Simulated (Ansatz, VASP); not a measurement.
## Two plane-wave programs on As3S

```
CELL_PARAMETERS angstrom
4.18982 0.00000 0.00000
0.00000 4.18982 0.00000
0.00000 0.00000 4.18982
ATOMIC_POSITIONS crystal
As 0.00000 0.50000 0.50000
As 0.50000 0.00000 0.50000
As 0.50000 0.50000 0.00000
S 0.00000 0.00000 0.00000
```

Alike in both runs: functional r2SCAN; k mesh 12 × 12 × 12; occupations gaussian, width 0.1 eV; no spin polarisation.

Ansatz relaxed the structure, and its values are those at the end. VASP's run is a single point on that final structure, the one shown.

|  | VASP | Ansatz |
| --- | --- | --- |
| version | VASP 6.6.1 | Ansatz 0.2.0 |
| potentials or method | VASP PAW PBE potentials, release 64 (As, S), cutoff 520 eV | scalar-relativistic, plane waves, PAW |
| valence electrons in the cell | 21 | 51 |

```csv
,VASP,Ansatz,Ansatz less VASP
gap on the k mesh at the Fermi level (eV),none,none,-
pressure (GPa),-0.2,0.0,+0.15
```

VASP's potentials were made for PBE, not for r2SCAN. A gap of «none» marks a metal or a gap that the smearing closes. With one functional, cell and mesh, what is left measures potentials, basis and numerics. VASP's potentials hold 21 valence electrons a cell and Ansatz's 51, so a difference there can come from the potentials and not from the codes.
